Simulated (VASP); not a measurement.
# Ge (Im-3m) in VASP: notebook

Ge is run at these levels: LDA; tasks: relaxation of cell and atoms.

Program: VASP 6.6.1. These are calculated values, not measurements. Logs are shortened: lines on timing, memory, paths and dates and some standing lists are left out, and cuts for length are marked.

## 1. The cell of the first run

It takes space group Im-3m (No. 229, cubic). Conventional cell: a = 2.631 Å, b = 2.631 Å, c = 2.631 Å, α = 90.00°, β = 90.00°, γ = 90.00°. Ge (site symmetry m-3m) has 14 Ge at 2.28 to 2.63 Å within 3.0 Å.

This isn't the form of Ge at room conditions, which is diamond.

## 2. Relaxation of cell and atoms, LDA, target pressure 240 GPa, at which the enthalpy is minimised

INCAR

```
SYSTEM = Ge
PREC     = Accurate       ! precision mode
ENCUT    = 600            ! plane-wave cutoff, eV
EDIFF    = 1E-6           ! SCF threshold, eV
ISMEAR   = -1             ! smearing method
SIGMA    = 0.1            ! smearing width, eV
LREAL    = .False.        ! projectors in reciprocal space
LASPH    = .True.         ! aspherical terms in the spheres
NELM     = 80             ! most SCF steps
ALGO     = Normal         ! electronic algorithm
ISIF     = 3              ! what is computed and relaxed
LWAVE    = .False.        ! write WAVECAR
LCHARG   = .False.        ! write CHGCAR
IBRION   = 2              ! ionic algorithm
NSW      = 60             ! ionic steps
EDIFFG   = -0.005         ! ionic threshold
PSTRESS  = 2400.0
```

KPOINTS

```
regular mesh
0
Gamma
  20 20 20
  0 0 0
```

POSCAR

```
Ge
1.0
   -1.3155052429      1.3155052429      1.3155052429
    1.3155052429     -1.3155052429      1.3155052429
    1.3155052429      1.3155052429     -1.3155052429
Ge
1
Direct
    0.0000000000      0.0000000000      0.0000000000
```

Potentials or basis: VASP PAW LDA potentials, release 64 (Ge_d).

Command:

```bash
> cat potpaw_LDA.64/Ge_d/POTCAR > POTCAR
> mpirun -np 1 vasp_std > vasp.out
```

OUTCAR:

```text
SYSTEM = Ge
   PREC = Accurate
   ENCUT = 600
   EDIFF = 1E-6
   ISMEAR = -1
   LREAL = .False.
   LASPH = .True.
   NELM = 80
   ISIF = 3
   IBRION = 2
   NSW = 60
   EDIFFG = -0.005
   PSTRESS = 2400.0

 ion  position               nearest neighbor table
   1  0.000  0.000  0.000-

  LATTYP: Found a body centered cubic cell.
 ALAT       =     2.6310104858

  Lattice vectors:

 A1 = (  -1.3155052429,   1.3155052429,   1.3155052429)
 A2 = (   1.3155052429,  -1.3155052429,   1.3155052429)
 A3 = (   1.3155052429,   1.3155052429,  -1.3155052429)

Analysis of symmetry for initial positions (statically):
=====================================================================
 Subroutine PRICEL returns:
 Original cell was already a primitive cell.

 Routine SETGRP: Setting up the symmetry group for a
 body centered cubic supercell.

 Subroutine GETGRP returns: Found 48 space group operations
 (whereof 48 operations were pure point group operations)
 out of a pool of 48 trial point group operations.

The static configuration has the point symmetry O_h .

Analysis of symmetry for dynamics (positions and initial velocities):
=====================================================================
 Subroutine PRICEL returns:
 Original cell was already a primitive cell.

 Routine SETGRP: Setting up the symmetry group for a
 body centered cubic supercell.

 Subroutine GETGRP returns: Found 48 space group operations
 (whereof 48 operations were pure point group operations)
 out of a pool of 48 trial point group operations.

The dynamic configuration has the point symmetry O_h .

 Subroutine INISYM returns: Found 48 space group operations
 (whereof 48 operations are pure point group operations),
 and found     1 'primitive' translations

----------------------------------------------------------------------------------------

                                     Primitive cell

  volume of cell :       9.1062

  direct lattice vectors                    reciprocal lattice vectors
    -1.315505243  1.315505243  1.315505243     0.000000000  0.380082104  0.380082104
     1.315505243 -1.315505243  1.315505243     0.380082104  0.000000000  0.380082104
     1.315505243  1.315505243 -1.315505243     0.380082104  0.380082104  0.000000000

  length of vectors
     2.278521918  2.278521918  2.278521918     0.537517266  0.537517266  0.537517266

  position of ions in fractional coordinates (direct lattice)
     0.000000000  0.000000000  0.000000000

  ion indices of the primitive-cell ions
   primitive index   ion index
[... 102 lines left out ...]
   LEPSILON=     F    determine dielectric tensor
   LRPA    =     F    only Hartree local field effects (RPA)
 conjugate gradient relaxation of ions
 non-spin polarized calculation
  energy-cutoff  :      600.00
  volume of cell :        9.11
 maximum number of plane-waves:       321
   NGX =  9   NGY =  9   NGZ =  9

--------------------------------------- Ionic step        1  -------------------------------------------

 number of electron      14.0000016 magnetization

 Free energy of the ion-electron system (eV)
  ---------------------------------------------------
  ext. energy  EPLUGINS =         0.00000000
  ---------------------------------------------------
  free energy    TOTEN  =        -1.26778025 eV

  energy without entropy =       -1.25936997  energy(sigma->0) =       -1.26357511

------------------------ aborting loop because EDIFF is reached ----------------------------------------

  FORCE on cell =-STRESS in cart. coord.  units (eV):
  Direction    XX          YY          ZZ          XY          YZ          ZX
  --------------------------------------------------------------------------------------
  -------------------------------------------------------------------------------------
  Total       14.0642552     14.0642552     14.0642552      0.0000000      0.0000000      0.0000000
  in kB     2474.5120906   2474.5120906   2474.5120906      0.0000000      0.0000000      0.0000000
  external PRESSURE =      74.5120906 kB  Pullay stress =    2400.0000000 kB
[... 94 lines left out ...]
  energy  without entropy=       -1.3758892563  energy(sigma->0) =       -1.38010890

  enthalpy is  TOTEN    =        12.3711455439 eV   P V=       13.7554740904

[... ionic steps 4 to 27 ...]

--------------------------------------- Ionic step       28  -------------------------------------------

 number of electron      14.0000013 magnetization

------------------------ aborting loop because EDIFF is reached ----------------------------------------
[... 69 lines left out ...]
--------------------------------------- Ionic step       30  -------------------------------------------

 number of electron      14.0000013 magnetization

 Free energy of the ion-electron system (eV)
  ---------------------------------------------------
  ext. energy  EPLUGINS =         0.00000000
  ---------------------------------------------------
  free energy    TOTEN  =        -1.38333838 eV

  energy without entropy =       -1.37489937  energy(sigma->0) =       -1.37911887

 E-fermi :  17.5634     XC(G=0): -15.7932

 val. band max:       17.5631126981   @ k =  -0.3500   0.3500   0.2500
 cond. band min:      17.6081012150   @ k =  -0.3500   0.4000   0.3000
 fundamental gap:      0.0449885168
 Fermi energy:        17.5633853535

 k-point     1 :       0.0000    0.0000    0.0000
  band No.  band energies     occupation
      1      -8.7513      2.00000
      2      -8.7513      2.00000
      3      -8.7513      2.00000
      4      -8.1829      2.00000
      5      -8.1829      2.00000
      6      -4.1852      2.00000
      7      37.2205      0.00000
      8      37.2205      0.00000
      9      37.2205      0.00000
     10      38.2856      0.00000
     11      38.2856      0.00000
[... 309 lines left out ...]
 k-point    24 :       0.2500    0.1000    0.0000
  band No.  band energies     occupation
      1      -8.9162      2.00000
      2      -8.8122      2.00000
      3      -8.2751      2.00000
      4      -8.2130      2.00000
      5      -8.1461      2.00000
      6       0.3228      2.00000
      7      18.4427      0.00030
      8      24.5775      0.00000
      9      28.3562      0.00000
     10      34.2273      0.00000
     11      37.7224      0.00000

 [... further k-points ...]

------------------------ aborting loop because EDIFF is reached ----------------------------------------

  FORCE on cell =-STRESS in cart. coord.  units (eV):
  Direction    XX          YY          ZZ          XY          YZ          ZX
  --------------------------------------------------------------------------------------
  -------------------------------------------------------------------------------------
  Total       13.7591326     13.7591326     13.7591326     -0.0000000      0.0000000     -0.0000000
  in kB     2400.8111237   2400.8111237   2400.8111237     -0.0000000      0.0000000     -0.0000000
  external PRESSURE =       0.8111237 kB  Pullay stress =    2400.0000000 kB
[... 20 lines left out ...]
  energy  without entropy=       -1.3748993694  energy(sigma->0) =       -1.37911887

  enthalpy is  TOTEN    =        12.3711456403 eV   P V=       13.7544840194

 reached required accuracy - stopping structural energy minimisation
```

It took 64 s on 1 thread of Intel Xeon 6975P-C (Granite Rapids), shared host; peak memory 0.15 GiB.

What came out:

* Free energy: -1.3833 eV
* Relaxed volume: 9.18 Å³/atom
* Relaxed cell: a = 2.285 Å, b = 2.285 Å, c = 2.285 Å, α = 109.47°, β = 109.47°, γ = 109.47°
* Space group after relaxing (to 0.1 Å): Im-3m (No. 229)
* Energy change on relaxing (the run minimises the enthalpy): -115.6 meV/atom
* Ionic steps: 30
* Pressure after relaxing: 240.1 GPa
* Band gap on the k mesh: zero (bands 7 and 8 overlap by 25.24 eV)

Step by step:
| step | energy change (eV) | largest force (eV/Å) | pressure (GPa) | volume (Å³) |
| --- | --- | --- | --- | --- |
| 1 | 0.0000 | 0.0000 | 247.45 | 9.11 |
| 2 | -0.7853 | 0.0000 | 196.57 | 9.68 |
| 3 | -0.1165 | 0.0000 | 239.72 | 9.18 |
| 4 | -0.1124 | 0.0000 | 240.22 | 9.18 |
| 5 | -0.1130 | 0.0000 | 240.28 | 9.18 |
| 6 | -0.1148 | 0.0000 | 239.73 | 9.18 |
| 7 | -0.1147 | 0.0000 | 240.09 | 9.18 |
| 8 | -0.1147 | 0.0000 | 240.11 | 9.18 |
| 9 | -0.1147 | 0.0000 | 240.12 | 9.18 |
| 10 | -0.1148 | 0.0000 | 240.11 | 9.18 |
| 11 | -0.1148 | 0.0000 | 240.11 | 9.18 |
| 12 | -0.1148 | 0.0000 | 240.11 | 9.18 |
| 13 | -0.1148 | 0.0000 | 240.11 | 9.18 |
| 14 | -0.1148 | 0.0000 | 240.11 | 9.18 |
| 15 | -0.1148 | 0.0000 | 240.11 | 9.18 |
| 16 | -0.1148 | 0.0000 | 240.11 | 9.18 |
| 17 | -0.1148 | 0.0000 | 240.11 | 9.18 |
| 18 | -0.1148 | 0.0000 | 240.11 | 9.18 |
| 19 | -0.1148 | 0.0000 | 240.11 | 9.18 |
| 20 | -0.1148 | 0.0000 | 240.11 | 9.18 |
| 21 | -0.1148 | 0.0000 | 240.11 | 9.18 |
| 22 | -0.1148 | 0.0000 | 240.11 | 9.18 |
| 23 | -0.1148 | 0.0000 | 240.11 | 9.18 |
| 24 | -0.1148 | 0.0000 | 240.11 | 9.18 |
| 25 | -0.1148 | 0.0000 | 240.11 | 9.18 |
| 26 | -0.1148 | 0.0000 | 240.11 | 9.18 |
| 27 | -0.1148 | 0.0000 | 240.11 | 9.18 |
| 28 | -0.1149 | 0.0000 | 240.11 | 9.18 |
| 29 | -0.1152 | 0.0000 | 240.10 | 9.18 |
| 30 | -0.1156 | 0.0000 | 240.08 | 9.18 |

Final structure:
```
Ge
1.0
    -1.31915    1.31915    1.31915
     1.31915   -1.31915    1.31915
     1.31915    1.31915   -1.31915
Ge
1
Direct
  0.00000 0.00000 0.00000
```

Caveat: the cell is relaxed towards a set pressure, so the run minimises the enthalpy, not the energy.

(Continued in part 2 of 2.)
